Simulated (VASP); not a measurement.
Set up this calculation in VASP 6.6.1, as the native input.

```yaml
Task: relaxation of cell and atoms
Functional: PBE
Potentials_or_basis: VASP PAW PBE potentials, release 64 (Sb)
Cutoff: 600 eV
k_mesh: 9 × 9 × 9
Occupations: fermi-dirac, width 0.1 eV
Spin: no spin polarisation
Dipole_correction: no
Further_INCAR_settings: ALGO = Normal; EDIFF = 1e-06; IBRION = 2; EDIFFG = -0.01; NSW = 80; ISIF = 3
```

The structure of Sb lies in POSCAR:

```
Sb
1.0
    2.1540983456      1.2436692597      3.7580152782
   -2.1540983456      1.2436692597      3.7580152782
    0.0000000000     -2.4873385193      3.7580152782
Sb
2
Direct
    0.2330000000      0.2330000000      0.2330000000
    0.7670000000      0.7670000000      0.7670000000
```

These files were run (other wordings do the same):

INCAR

```
SYSTEM = Sb
PREC = Accurate
ENCUT = 600
EDIFF = 1E-6
ISMEAR = -1
SIGMA = 0.1
LREAL = .FALSE.
LASPH = .TRUE.
NELM = 60
ALGO = Normal
ISIF = 3
LWAVE = .FALSE.
LCHARG = .FALSE.
GGA = PE
IBRION = 2
NSW = 80
EDIFFG = -0.01
```

KPOINTS

```
regular mesh
0
G
  9 9 9
  0 0 0
```

Potentials or basis: VASP PAW PBE potentials, release 64 (Sb).

Command:

```sh
$ cat potpaw_PBE.64/Sb/POTCAR > POTCAR
$ mpirun -np 1 vasp_std > vasp.out
```

It gave:

| Property | Result |
| --- | --- |
| Relaxed volume | 31.79 Å³/atom |
| Relaxed cell | a = 4.587 Å, b = 4.587 Å, c = 4.587 Å, α = 57.02°, β = 57.02°, γ = 57.02° |
| Space group after relaxing (to 0.1 Å) | R-3m (No. 166) |
| Energy gained by relaxing | 14.1 meV/atom |
| Ionic steps | 9 |
| Pressure after relaxing | 0.0 GPa |

Wall time 71 s on 1 thread of Intel(R) Xeon(R) 6975P-C (Granite Rapids) (shared host), peak memory 0.25 GiB.
